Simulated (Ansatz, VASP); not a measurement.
# AlN: VASP beside Ansatz

The input INCAR:

```
SYSTEM = AlN
PREC = Accurate
ENCUT = 520
EDIFF = 1E-6
ISMEAR = 0
SIGMA = 0.05
LREAL = .FALSE.
LASPH = .TRUE.
NELM = 80
ALGO = Normal
ISIF = 2
LWAVE = .FALSE.
LCHARG = .FALSE.
GGA = PE
NBANDS = 26
```

File KPOINTS:

```
Automatic mesh
0
G
  8 6 4
  0 0 0
```

POSCAR

```
AlN
1.0
   -1.6567491617      2.8695737234      0.0000000000
    0.0000000000      0.0000000000      4.1874629526
    4.9702474850      2.8695737234      0.0000000000
Al N
4 4
Direct
    0.3720025908      0.7500000000      0.2507551152
    0.0000000000      0.7500000000      0.6666666667
    0.0000000000      0.2500000000      0.3333333333
    0.5000000000      0.2500000000      0.8333333333
    0.5000000000      0.2500000000      0.1666666667
    0.0000000000      0.2500000000      0.6666666667
    0.0000000000      0.7500000000      0.3333333333
    0.5000000000      0.7500000000      0.8333333333
```

Input for Ansatz:

```yaml
crystal:
  lattice:
    - [-1.6567491617, 2.8695737234, 0.0]
    - [0.0, 0.0, 4.1874629526]
    - [4.970247485, 2.8695737234, 0.0]
  atoms:
    - { symbol: Al, position: [0.3720025908, 0.75, 0.2507551152] }
    - { symbol: Al, position: [0.0, 0.75, 0.6666666667] }
    - { symbol: Al, position: [0.0, 0.25, 0.3333333333] }
    - { symbol: Al, position: [0.5, 0.25, 0.8333333333] }
    - { symbol: "N", position: [0.5, 0.25, 0.1666666667] }
    - { symbol: "N", position: [0.0, 0.25, 0.6666666667] }
    - { symbol: "N", position: [0.0, 0.75, 0.3333333333] }
    - { symbol: "N", position: [0.5, 0.75, 0.8333333333] }
basis:
  ecutwfc: 420
kpoints:
  mp_grid: { grid: [8, 6, 4] }
hamiltonian:
  xc: pbe
  pseudopotentials: { kind: paw, azcp: { folder: soft_1 } }
scf:
  occupations: { method: gaussian, width: 0.05 }
output:
  forces: true
  stress: true
  eigenvalues: true
  write_density: true
  write_potential: true
  elf: true
  volumetric_format: npy
```

Alike in both runs: task single point; functional PBE; k mesh 8 × 6 × 4; occupations gaussian, width 0.05 eV; no spin polarisation.

|  | VASP | Ansatz |
| --- | --- | --- |
| version | VASP 6.6.1 | Ansatz 0.2.0 |
| potentials or method | VASP PAW PBE potentials, release 64 (Al, N), cutoff 520 eV | scalar-relativistic, plane waves, PAW |
| valence electrons in the cell | 32 | 32 |

```tsv
	VASP	Ansatz	Ansatz less VASP
gap on the k mesh at the Fermi level (eV)	2.49	2.49	+0.005
least direct gap on the mesh (eV)	2.49	2.49	+0.005
rms of the force components (eV/Å)	10.431	10.590	+0.1597
```

Atom by atom the forces differ by 0.161 eV/Å (rms over components).
